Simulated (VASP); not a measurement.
# ZnO: single point with PBEsol+D3(BJ)

Crystal: ZnO.

```
CELL_PARAMETERS angstrom
3.31304 0.00000 0.00000
-1.65652 2.86917 0.00000
0.00000 0.00000 5.30781
ATOMIC_POSITIONS crystal
Zn 0.66667 0.33333 0.00000
Zn 0.33333 0.66667 0.50000
O 0.33333 0.66667 0.87901
O 0.66667 0.33333 0.37901
```

- Program: VASP 6.6.1
- Task: single point
- Functional: PBEsol
- Dispersion: D3(BJ)
- Potentials or basis: VASP PAW PBE potentials, release 64 (Zn, O)
- Cutoff: 520 eV
- k mesh: 9 × 9 × 5
- Occupations: fermi-dirac, width 0.05 eV
- Spin: no spin polarisation
- Dipole correction: no
- Further INCAR settings: ALGO = Normal; EDIFF = 1e-06; NBANDS = 26

```json
{"Pressure": "-10.1 GPa", "Largest force": "0.047 eV/Å", "Band gap on the k mesh": "0.60 eV", "Dispersion energy per atom": "-0.172 eV"}
```

Forces in eV/Å, atoms in the order of the input:
```
Zn   0.000  0.000 -0.047
Zn   0.000  0.000 -0.047
O    0.000  0.000  0.047
O    0.000  0.000  0.047
```

Stress tensor (GPa, compression positive):
```
-10.54   0.00   0.00
  0.00 -10.54   0.00
  0.00   0.00  -9.11
```

Levels at points of the mesh, in eV from the valence-band top:
```tsv
k point	band 14	band 15	band 16	band 17	band 18	band 19	band 20	band 21	band 22	band 23
(0.00, 0.00, 0.00)	-0.75	-0.75	-0.06	0.00	0.00	0.60	4.89	7.95	12.43	12.43
```

It took 57 s on 1 thread of Intel Xeon 8259CL, on a shared host, peak memory 0.2 GiB.

Caveat: the cell stands under tension; semilocal functionals underestimate gaps, and a narrow one can read as zero; the PAW data sets were made with another functional, which shifts forces and pressure a little. PBEsol gaps usually lie below the measured ones, often by a third to a half.
